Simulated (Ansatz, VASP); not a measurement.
Given: the input of a run of Ansatz 0.2.0 on GaN.

input.yaml

```yaml
crystal:
  lattice:
    - [3.1370217585, 0.0, 0.0]
    - [-1.5685108793, 2.7167405351, 0.0]
    - [0.0, 0.0, 5.0961806304]
  atoms:
    - { symbol: Ga, position: [0.6666666667, 0.3333333333, 0.5] }
    - { symbol: Ga, position: [0.3333333333, 0.6666666667, 0.0] }
    - { symbol: "N", position: [0.6666666667, 0.3333333333, 0.875] }
    - { symbol: "N", position: [0.3333333333, 0.6666666667, 0.375] }
hamiltonian:
  xc: { exchange: b88, correlation: pbe }
  pseudopotentials: { kind: paw }
kpoints:
  mp_grid: { grid: [10, 10, 5] }
scf:
  occupations: { method: fermi_dirac, width: 0.05 }
output:
  forces: true
  stress: true
  eigenvalues: true
```

Potentials or basis: Ansatz PAW.

Launch:

```console
$ ansatz run input.yaml --threads 2 --pin off --max-ram 5120MiB --backend cpu --events-out ev --progress --plain --runs-dir out
```

Question: Set up the same calculation for VASP 6.6.1. Potentials there: VASP PAW PBE potentials, release 64 (Ga_d, N).

Answer: As run (the cutoff follows the program's own potentials):

Contents of INCAR:

```
PREC = Accurate
ENCUT = 600
EDIFF = 1E-6
ISMEAR = -1
SIGMA = 0.05
LREAL = F
LASPH = T
NELM = 120
ALGO = Normal
ISIF = 2
LWAVE = F
LCHARG = F
GGA = LIBXC
LIBXC1 = GGA_X_B88
LIBXC2 = GGA_C_PBE
NBANDS = 26
GGA_COMPAT = F
```

KPOINTS

```
Automatic mesh
0
Gamma
  10 10 5
```

POSCAR

```
GaN
1.0
    3.1370217585      0.0000000000      0.0000000000
   -1.5685108793      2.7167405351      0.0000000000
    0.0000000000      0.0000000000      5.0961806304
Ga N
2 2
Direct
    0.6666666667      0.3333333333      0.5000000000
    0.3333333333      0.6666666667      0.0000000000
    0.6666666667      0.3333333333      0.8750000000
    0.3333333333      0.6666666667      0.3750000000
```

Potentials or basis: VASP PAW PBE potentials, release 64 (Ga_d, N).

Run with:

```sh
$ cat potpaw_PBE.64/Ga_d/POTCAR potpaw_PBE.64/N/POTCAR > POTCAR
$ mpirun -np 1 vasp_std > vasp.out
```

Both were run:

|  | VASP | Ansatz | Ansatz less VASP |
| --- | --- | --- | --- |
| gap on the k mesh at the Fermi level (eV) | 2.25 | 2.23 | -0.022 |
| least direct gap on the mesh (eV) | 2.25 | 2.23 | -0.022 |
| pressure (GPa) | 15.8 | 15.9 | +0.11 |
| traceless stress, the component that is largest in VASP (GPa) | 1.72 | 1.71 | -0.010 |
| rms of the force components (eV/Å) | 0.084 | 0.085 | +0.0011 |

VASP's potentials were made for PBE, not for b88 exchange, pbe correlation. Atom by atom the forces differ by 0.001 eV/Å (rms over components).

Noted on Ansatz's run: odd divisions of the mesh miss points on the zone boundary, where band edges often lie, so the gap on the mesh can be too wide.
